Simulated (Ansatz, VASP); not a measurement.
One calculation of Zr3TiN4, two programs

```
CELL_PARAMETERS angstrom
3.34798 0.00000 0.00000
0.00000 3.34798 0.00000
0.00000 0.00000 9.46952
ATOMIC_POSITIONS crystal
Zr 0.50000 0.50000 0.25000
Zr 0.00000 0.00000 0.50000
Zr 0.50000 0.50000 0.75000
Ti 0.00000 0.00000 0.00000
N 0.00000 0.00000 0.75000
N 0.50000 0.50000 0.00000
N 0.00000 0.00000 0.25000
N 0.50000 0.50000 0.50000
```

Alike in both runs: task single point; functional PBE; k mesh 6 × 6 × 2; occupations gaussian, width 0.1 eV; collinear spin.

|  | VASP | Ansatz |
| --- | --- | --- |
| version | VASP 6.6.1 | Ansatz 0.2.0 |
| potentials or method | VASP PAW PBE potentials, release 64 (Zr_sv, Ti_sv, N), cutoff 520 eV | scalar-relativistic, plane waves, PAW |
| valence electrons in the cell | 68 | 68 |

|  | VASP | Ansatz | Ansatz less VASP |
| --- | --- | --- | --- |
| gap on the k mesh at the Fermi level (eV) | none | none | - |
| pressure (GPa) | -25.1 | -25.3 | -0.18 |
| traceless stress, the component that is largest in VASP (GPa) | -0.17 | -0.17 | -0.003 |
| rms of the force components (eV/Å) | 0.240 | 0.239 | -0.0015 |
| net moment per atom (μB) | 0.00 | 0.00 | 0.000 |

Atom by atom the forces differ by 0.002 eV/Å (rms over components). A gap of «none» marks a metal or a gap that the smearing closes. The functional is the same, so the differences come from potentials, cutoffs and numerics. Ansatz's warnings: seeded moment not kept.
